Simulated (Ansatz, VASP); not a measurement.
# Two plane-wave programs on PbO

```
Pb O
1.0
     4.05685    0.00000    0.00000
     0.00000    4.05685    0.00000
     0.00000    0.00000    5.61121
Pb O
2 2
Direct
  0.00000 0.50000 0.21220
  0.50000 0.00000 0.78780
  0.00000 0.00000 0.00000
  0.50000 0.50000 0.00000
```

Alike in both runs: functional PBE; k mesh 8 × 8 × 6; occupations fermi-dirac, width 0.02 eV; no spin polarisation.

Ansatz relaxed the structure, and its values are those at the end. VASP's run is a single point on that final structure, the one shown.

|  | VASP | Ansatz |
| --- | --- | --- |
| version | VASP 6.6.1 | Ansatz 0.2.0 |
| potentials or method | VASP PAW PBE potentials, release 64 (Pb_d, O), cutoff 520 eV | PAW plane waves |
| valence electrons in the cell | 40 | 40 |

Ansatz gave:

```
gap on the k mesh at the Fermi level (eV) : 1.82
pressure (GPa)                            : 0.0
rms of the force components (eV/Å)        : 0.004
```

What did VASP give for the same quantities?

gap on the k mesh at the Fermi level (eV): 1.81; pressure (GPa): 0.0; rms of the force components (eV/Å): 0.011.

Spin-orbit coupling is off throughout.
